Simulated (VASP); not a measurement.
Here is a VASP 6.6.1 calculation.

INCAR

```
SYSTEM = SbSe2
ALGO = Normal
EDIFF = 1E-6
EDIFFG = -0.04
ENCUT = 600
GGA = PE
IBRION = 2
ISIF = 3
ISMEAR = 0
LASPH = .True.
LCHARG = .False.
LREAL = .False.
LWAVE = .False.
NELM = 80
NSW = 90
PREC = Accurate
SIGMA = 0.1
```

KPOINTS

```
k-points
0
Gamma
  6 6 4
  0 0 0
```

File POSCAR:

```
SbSe2
1.0
    4.1671725100      0.0000000000      0.0000000000
   -2.0835862600      3.6088772600      0.0000000000
    0.0000000000      0.0000000000      3.9523636400
Sb Se
1 2
Direct
    0.0000000000      0.0000000000      0.6974055800
    0.3333333300      0.6666666700      0.5626958700
    0.6666666700      0.3333333300      0.5626958700
```

Potentials or basis: VASP PAW PBE potentials, release 64 (Sb, Se).

Launch:

```console
$ cat potpaw_PBE.64/Sb/POTCAR potpaw_PBE.64/Se/POTCAR > POTCAR
$ mpirun -np 1 vasp_std > vasp.out
```

**Question.** Predict the relaxed cell.

**Answer.** a = 4.898 Å, b = 4.898 Å, c = 3.738 Å, α = 90.00°, β = 90.00°, γ = 120.00°.

**Question.** Estimate the relaxed volume.

**Answer.** 25.88 Å³/atom.

Forces in eV/Å, atoms in the order of the input:
```
Sb   0.000  0.000 -0.011
Se   0.000  0.000  0.005
Se   0.000  0.000  0.005
```

Caveat: the k points lie up to 0.42 Å⁻¹ apart in the final cell; the volume moved by over 15 % at a fixed basis, so the end points are rough; this functional lacks dispersion, which binds the layers, so the pressure and a relaxed spacing across them are unreliable.
